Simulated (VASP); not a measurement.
Ru, 15 atoms in the cell. The cell holds a slab with vacuum, 15 atoms: a = 5.416 Å, b = 5.416 Å, c = 23.634 Å, α = 90.00°, β = 90.00°, γ = 120.00°.  This cell differs from its parent crystal: atoms taken out.

| Item | Value |
| --- | --- |
| Program | VASP 6.6.1 |
| Task | single point |
| Functional | PBE |
| Potentials or basis | VASP PAW PBE potentials, release 64 (Ru_pv) |
| Cutoff | 400 eV |
| k mesh | 12 × 12 × 1 |
| Occupations | gaussian, width 0.1 eV |
| Spin | no spin polarisation |
| Dipole correction | yes |
| Further INCAR settings | ALGO = Normal; EDIFF = 1e-06; NBANDS = 118; NELMDL = -8 |

Potentials or basis: VASP PAW PBE potentials, release 64 (Ru_pv).

Launch:

```bash
$ cat potpaw_PBE.64/Ru_pv/POTCAR > POTCAR
$ mpirun -np 1 vasp_std > vasp.out
```

Hardware: 1 thread of Intel(R) Xeon(R) 6975P-C (Granite Rapids), on a shared host.

Problem. Estimate the wall time of this run.

Solution. Run time: 33 min on 1 thread of Intel(R) Xeon(R) 6975P-C (Granite Rapids), on a shared host, peak memory 0.84 GiB. Counts: scf iterations 38, k points 19.
